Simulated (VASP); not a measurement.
Wanted: the native input for a VASP 6.6.1 run.

```yaml
Task: single point
Functional: r2SCAN
Potentials_or_basis: VASP PAW PBE potentials, release 64 (Mo_sv, Se)
Cutoff: 520 eV
k_mesh: 12 × 12 × 12
Occupations: gaussian, width 0.1 eV
Spin: collinear spin, ferromagnetic start
Starting_moments: "[2.0, 0.0] μB"
Hubbard_terms: Mo d U = 4.38 eV
Dipole_correction: no
Further_INCAR_settings: ALGO = Normal; EDIFF = 1e-07; NBANDS = 21
```

MoSe:

```
CELL_PARAMETERS angstrom
0.00000 2.65171 2.65171
2.65171 0.00000 2.65171
2.65171 2.65171 0.00000
ATOMIC_POSITIONS crystal
Mo 0.00000 0.00000 0.00000
Se 0.50000 0.50000 0.50000
```

The input as run:

POSCAR

```
MoSe
1.0
    0.0000000000      2.6517108448      2.6517108448
    2.6517108448      0.0000000000      2.6517108448
    2.6517108448      2.6517108448      0.0000000000
Mo Se
1 1
Direct
    0.0000000000      0.0000000000      0.0000000000
    0.5000000000      0.5000000000      0.5000000000
```

INCAR.step1

```
SYSTEM = MoSe
ALGO = Normal
EDIFF = 1E-4
ENCUT = 520
GGA = PE
ISMEAR = 0
ISPIN = 2
LASPH = .TRUE.
LCHARG = .FALSE.
LDAU = .TRUE.
LDAUJ = 0 0
LDAUL = 2 -1
LDAUTYPE = 2
LDAUU = 4.38 0
LMAXMIX = 4
LREAL = .FALSE.
LWAVE = .TRUE.
MAGMOM = 2 0
NBANDS = 21
NELM = 150
PREC = Accurate
SIGMA = 0.1
```

INCAR.step2

```
SYSTEM = MoSe
ALGO = Normal
EDIFF = 1E-7
ENCUT = 520
ISIF = 2
ISMEAR = 0
ISPIN = 2
ISTART = 1
LASPH = .TRUE.
LCHARG = .TRUE.
LDAU = .TRUE.
LDAUJ = 0 0
LDAUL = 2 -1
LDAUPRINT = 1
LDAUTYPE = 2
LDAUU = 4.38 0
LELF = .TRUE.
LMAXMIX = 4
LMIXTAU = .TRUE.
LORBIT = 11
LREAL = .FALSE.
LVHAR = .TRUE.
LWAVE = .FALSE.
MAGMOM = 2 0
METAGGA = R2SCAN
NBANDS = 21
NELM = 150
PREC = Accurate
SIGMA = 0.1
```

KPOINTS

```
k-points
0
G
  12 12 12
  0 0 0
```

Potentials or basis: VASP PAW PBE potentials, release 64 (Mo_sv, Se).

Command:

```sh
$ cat potpaw_PBE.64/Mo_sv/POTCAR potpaw_PBE.64/Se/POTCAR > POTCAR
$ cp INCAR.step1 INCAR
$ mpirun -np 1 vasp_std > vasp.out
$ cp INCAR.step2 INCAR
$ mpirun -np 1 vasp_std > vasp.out
```

Results of the run:

The pressure is 20.3 GPa. The net moment is 3.66 μB per cell. The site moments are Mo +3.40; Se -0.03 μB and the valence electrons inside the program's atomic spheres are Mo 12.34; Se 4.06.

Caveat: the PAW data sets were made with another functional, which shifts forces and pressure a little.

Run time: 6.2 min on 1 thread of Intel Xeon 6975P-C, on a shared host, peak memory 0.24 GiB.
